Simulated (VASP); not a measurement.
# ZrO2 (Fm-3m) in VASP: single point with HSE06

Aim: the single point of ZrO2 with HSE06.

All numbers are computed with VASP 6.6.1; they aren't measurements. Logs are shortened: lines on timing, memory, paths and dates and some standing lists are left out, and cuts for length are marked.

## 1. The cell of the first run

It takes space group Fm-3m (No. 225, cubic). Conventional cell: a = 5.089 Å, b = 5.089 Å, c = 5.089 Å, α = 90.00°, β = 90.00°, γ = 90.00°. Zr (site symmetry m-3m) has 8 O at 2.20 Å within 2.9 Å. O (site symmetry -43m) has 4 Zr at 2.20 Å and 6 O at 2.54 Å within 2.9 Å.

## 2. Single point, HSE06

Input file POSCAR:

```
ZrO2
1.0
    0.0000000000      2.5447136188      2.5447136188
    2.5447136188      0.0000000000      2.5447136188
    2.5447136188      2.5447136188      0.0000000000
Zr O
1 2
Direct
    0.0000000000      0.0000000000      0.0000000000
    0.2500000000      0.2500000000      0.2500000000
    0.7500000000      0.7500000000      0.7500000000
```

Input file INCAR.step1:

```
ALGO = Normal
EDIFF = 1E-5
ENCUT = 520
GGA = PE
GGA_COMPAT = F
ISIF = 2
ISMEAR = 0
LASPH = T
LCHARG = F
LREAL = F
LWAVE = T
NBANDS = 19
NELM = 120
PREC = Accurate
SIGMA = 0.01
```

Input file INCAR.step2:

```
ALGO = Normal
EDIFF = 1E-6
ENCUT = 520
GGA = PE
GGA_COMPAT = F
HFSCREEN = 0.2079
ISIF = 2
ISMEAR = 0
ISTART = 1
LASPH = T
LCHARG = F
LHFCALC = T
LREAL = F
LWAVE = F
NBANDS = 19
NELM = 120
PREC = Accurate
PRECFOCK = Normal
SIGMA = 0.01
```

Input file KPOINTS:

```
k-points
0
Gamma
  6 6 6
```

Potentials or basis: VASP PAW PBE potentials, release 64 (Zr_sv, O).

Command:

```console
> cat potpaw_PBE.64/Zr_sv/POTCAR potpaw_PBE.64/O/POTCAR > POTCAR
> cp INCAR.step1 INCAR
> mpirun -np 1 vasp_std > vasp.out
> cp INCAR.step2 INCAR
> mpirun -np 1 vasp_std > vasp.out
```

OUTCAR:

```text
EDIFF = 1E-6
   ENCUT = 520
   GGA = PE
   HFSCREEN = 0.2079
   ISIF = 2
   ISMEAR = 0
   ISTART = 1
   LASPH = T
   LHFCALC = T
   LREAL = F
   NELM = 120
   PREC = Accurate
   PRECFOCK = Normal

 ion  position               nearest neighbor table
   1  0.000  0.000  0.000-   3 2.20   3 2.20   3 2.20   2 2.20   3 2.20   2 2.20   2 2.20   2 2.20

   2  0.250  0.250  0.250-   1 2.20   1 2.20   1 2.20   1 2.20
   3  0.750  0.750  0.750-   1 2.20   1 2.20   1 2.20   1 2.20

  LATTYP: Found a face centered cubic cell.
 ALAT       =     5.0894272376

  Lattice vectors:

 A1 = (   0.0000000000,   2.5447136188,   2.5447136188)
 A2 = (   2.5447136188,   0.0000000000,   2.5447136188)
 A3 = (   2.5447136188,   2.5447136188,   0.0000000000)

Analysis of symmetry for initial positions (statically):
=====================================================================
 Subroutine PRICEL returns:
 Original cell was already a primitive cell.

 Routine SETGRP: Setting up the symmetry group for a
 face centered cubic supercell.

 Subroutine GETGRP returns: Found 48 space group operations
 (whereof 48 operations were pure point group operations)
 out of a pool of 48 trial point group operations.

The static configuration has the point symmetry O_h .

Analysis of symmetry for dynamics (positions and initial velocities):
=====================================================================
 Subroutine PRICEL returns:
 Original cell was already a primitive cell.

 Routine SETGRP: Setting up the symmetry group for a
 face centered cubic supercell.

 Subroutine GETGRP returns: Found 48 space group operations
 (whereof 48 operations were pure point group operations)
 out of a pool of 48 trial point group operations.

The dynamic configuration has the point symmetry O_h .

 Subroutine INISYM returns: Found 48 space group operations
 (whereof 48 operations are pure point group operations),
 and found     1 'primitive' translations

----------------------------------------------------------------------------------------

                                     Primitive cell

  volume of cell :      32.9569

  direct lattice vectors                    reciprocal lattice vectors
     0.000000000  2.544713619  2.544713619    -0.196485764  0.196485764  0.196485764
     2.544713619  0.000000000  2.544713619     0.196485764 -0.196485764  0.196485764
[... 83 lines left out ...]
   NFREE  =      0    steps in history (QN), initial steepest desc. (CG)
   ISIF   =      2    stress and relaxation
   ISYM   =      3    0-nonsym 1-usesym 2-fastsym
   POTIM  = 0.5000    time-step for ionic-motion
   TEBEG  =    0.0;   TEEND  =   0.0 temperature during run
   PSTRESS=    0.0 pullay stress
   NELECT =      24.0000    total number of electrons
   NUPDOWN=      -1.0000    fix difference up-down
   EMIN   =  10.00;   EMAX   =-10.00  energy-range for DOS
   EFERMI =   0.00;   METHOD = LEGACY
   ISMEAR =     0;   SIGMA  =   0.01  broadening in eV -4-tet -1-fermi 0-gaus
   EFERMI_NEDOS =   21; number of points for ismear=-14 and -15
   IALGO  =     38    algorithm
   IMIX   =      1    mixing-type and parameters
     AMIX     =   0.40;   BMIX     =  1.00
     AMIX_MAG =   1.60;   BMIX_MAG =  1.00
  volume/ion in A,a.u.               =      10.99        74.13
  Fermi-wavevector in a.u.,A,eV,Ry     =   1.472865  2.783312 29.515552  2.169332
  Thomas-Fermi vector in A             =   2.587828
   LORBIT       =      0    0 simple, 1 ext, 2 COOP (PROOUT), +10 PAW based schemes
   GGA     = PE    functional components
   LHFCALC =     T    Hartree Fock is set to
   PRECFOCK=normal    Normal, Fast or Accurate (Low or Medium for compatibility)
   ENCUT4O =  -1.0   cutoff for four orbital integrals eV
   NKREDX  =     1    reduce k-point grid by
   NKREDY  =     1    reduce k-point grid by
   NKREDZ  =     1    reduce k-point grid by
   AEXX    =    0.2500 exact exchange contribution
   HFSCREEN=    0.2079 screening length (either q_TF or 0.3 A-1)
   HFSCREENC=   0.2079 screening length for correlation (either q_TF or 0.3 A-1)
   ENCUTFOCK=  -1.0 apply spherical cutoff to Coloumb kernel
   IVDW    =     0    specifies the selected vdW correction
   LEPSILON=     F    determine dielectric tensor
   LRPA    =     F    only Hartree local field effects (RPA)
 non-spin polarized calculation
 Gauss-broadening in eV      SIGMA  =   0.01
  energy-cutoff  :      520.00
  volume of cell :       32.96
 maximum number of plane-waves:       911
  NGX = 24; NGY = 24; NGZ = 24

 number of electron      23.9999991 magnetization

 Free energy of the ion-electron system (eV)
  ---------------------------------------------------
  ext. energy  EPLUGINS =         0.00000000
  ---------------------------------------------------
  free energy    TOTEN  =       -34.57129156 eV

  energy without entropy =      -34.57129156  energy(sigma->0) =      -34.57129156

 E-fermi :   6.4269     XC(G=0):  -9.6563

 val. band max:        6.2325691292   @ k =   0.5000   0.5000   0.0000
 cond. band min:      11.2006233051   @ k =   0.0000   0.0000   0.0000
 fundamental gap:      4.9680541759
 Fermi energy:         6.4268714868

 k-point     1 :       0.0000    0.0000    0.0000
  band No.  band energies     occupation
      1     -44.7221      2.00000
      2     -21.1162      2.00000
      3     -21.1162      2.00000
      4     -21.1162      2.00000
      5     -13.6722      2.00000
      6     -10.9593      2.00000
[... 329 lines left out ...]
      6     -11.5399      2.00000
[... 11 lines left out ...]
     18      20.5638      0.00000
     19      22.9609      0.00000

------------------------ aborting loop because EDIFF is reached ----------------------------------------

  FORCE on cell =-STRESS in cart. coord.  units (eV):
  Direction    XX          YY          ZZ          XY          YZ          ZX
  --------------------------------------------------------------------------------------
  -------------------------------------------------------------------------------------
  Total       -0.5202550     -0.5202550     -0.5202550      0.0000000     -0.0000000     -0.0000000
  in kB      -25.2918219    -25.2918219    -25.2918219      0.0000000     -0.0000000     -0.0000000
  external PRESSURE =     -25.2918219 kB  Pullay stress =       0.0000000 kB

 VOLUME and BASIS-vectors are now :
 -----------------------------------------------------------------------------
  energy-cutoff  :      520.00
  volume of cell :       32.96
      direct lattice vectors                 reciprocal lattice vectors
     0.000000000  2.544713619  2.544713619    -0.196485764  0.196485764  0.196485764
     2.544713619  0.000000000  2.544713619     0.196485764 -0.196485764  0.196485764
     2.544713619  2.544713619  0.000000000     0.196485764  0.196485764 -0.196485764

 POSITION                                       TOTAL-FORCE (eV/Angst)
 -----------------------------------------------------------------------------------
      0.00000      0.00000      0.00000         0.000000      0.000000      0.000000
      1.27236      1.27236      1.27236         0.000000      0.000000      0.000000
      3.81707      3.81707      3.81707        -0.000000     -0.000000     -0.000000
 -----------------------------------------------------------------------------------
    total drift:                               -0.000000     -0.000000     -0.000000

  FREE ENERGIE OF THE ION-ELECTRON SYSTEM (eV)
  ---------------------------------------------------
  free  energy   TOTEN  =       -34.5712915650 eV

  energy  without entropy=      -34.5712915650  energy(sigma->0) =      -34.57129156
```

OSZICAR.step1:

```text
N       E                     dE             d eps       ncg     rms          rms(c)
DAV:   1     0.176452781118E+03    0.17645E+03   -0.13983E+04   608   0.129E+03
DAV:   2    -0.255923542846E+02   -0.20205E+03   -0.19567E+03   684   0.342E+02
DAV:   3    -0.345116631389E+02   -0.89193E+01   -0.88606E+01   801   0.697E+01
DAV:   4    -0.348955377265E+02   -0.38387E+00   -0.38314E+00   827   0.111E+01
DAV:   5    -0.349020368742E+02   -0.64991E-02   -0.64988E-02   769   0.146E+00    0.242E+01
DAV:   6    -0.286495143883E+02    0.62525E+01   -0.23247E+01   649   0.395E+01    0.839E+00
DAV:   7    -0.285909325858E+02    0.58582E-01   -0.10026E+00   745   0.770E+00    0.677E+00
DAV:   8    -0.285786354196E+02    0.12297E-01   -0.36274E-01   656   0.560E+00    0.290E+00
DAV:   9    -0.285590390656E+02    0.19596E-01   -0.58147E-02   661   0.213E+00    0.346E-01
DAV:  10    -0.285603803653E+02   -0.13413E-02   -0.63304E-03   693   0.755E-01    0.370E-01
DAV:  11    -0.285601406371E+02    0.23973E-03   -0.93188E-04   668   0.310E-01    0.412E-02
DAV:  12    -0.285601814699E+02   -0.40833E-04   -0.88014E-05   693   0.715E-02    0.685E-02
DAV:  13    -0.285601680264E+02    0.13443E-04   -0.46328E-05   626   0.559E-02    0.599E-03
DAV:  14    -0.285601691991E+02   -0.11726E-05   -0.41478E-06   382   0.208E-02
   1 F= -.28560169E+02 E0= -.28560169E+02  d E =-.202466-160
```

Wall time 2 h (1 thread of AMD EPYC 7R43 (Zen 3), shared host); peak memory 0.24 GiB.

Results:

- Free energy: -34.5713 eV
- Pressure: -2.5 GPa
- Band gap on the k mesh: 4.97 eV (least direct gap 5.37 eV)

Caveat: the PAW data sets were made with another functional, which shifts forces and pressure a little. A k mesh can miss the band edges.
